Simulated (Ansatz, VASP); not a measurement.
Ag: VASP beside Ansatz

The input INCAR:

```
SYSTEM = Ag
  PREC = Accurate
  ENCUT = 520
  EDIFF = 1E-8
  ISMEAR = -1
  SIGMA = 0.03
  LREAL = .FALSE.
  LASPH = .TRUE.
  NELM = 100
  ALGO = Normal
  ISIF = 2
  LWAVE = .FALSE.
  LCHARG = .FALSE.
  GGA = PS
  LEFG = .TRUE.
  NBANDS = 12
```

The input KPOINTS:

```
regular mesh
0
G
  15 15 15
  0 0 0
```

Contents of POSCAR:

```
Ag
1.0
    0.0000000000      2.0293875063      2.0293875063
    2.0293875063      0.0000000000      2.0293875063
    2.0293875063      2.0293875063      0.0000000000
Ag
1
Direct
    0.0000000000      0.0000000000      0.0000000000
```

Input for Ansatz:

```yaml
crystal:
  lattice:
    - [0.0, 2.0293875063, 2.0293875063]
    - [2.0293875063, 0.0, 2.0293875063]
    - [2.0293875063, 2.0293875063, 0.0]
  atoms:
    - { symbol: Ag, position: [0.0, 0.0, 0.0] }
kpoints:
  mp_grid: { grid: [15, 15, 15] }
scf:
  occupations: { method: fermi_dirac, width: 0.03 }
hamiltonian:
  xc: pbesol
  pseudopotentials: { kind: all_electron, datasets: crystal }
output:
  forces: true
  stress: true
  eigenvalues: true
  efg: { contact_densities: true }
```

Change from the starting cell: volume scaled by 0.98, crystal datasets.

Alike in both runs: task electric field gradients; functional PBEsol; k mesh 15 × 15 × 15; occupations fermi-dirac, width 0.03 eV; no spin polarisation.

|  | VASP | Ansatz |
| --- | --- | --- |
| version | VASP 6.6.1 | Ansatz 0.2.0 |
| potentials or method | VASP PAW PBE potentials, release 64 (Ag), cutoff 520 eV | all-electron PAW with datasets made for the crystal, scalar-relativistic |

Ansatz gave:

```
pressure (GPa) : -0.6
```

Question: Estimate VASP's values.

Answer: Pressure (GPa): -0.8.

VASP's potentials were made for PBE, not for PBEsol. Ansatz ran all-electron here, and VASP with PAW potentials.
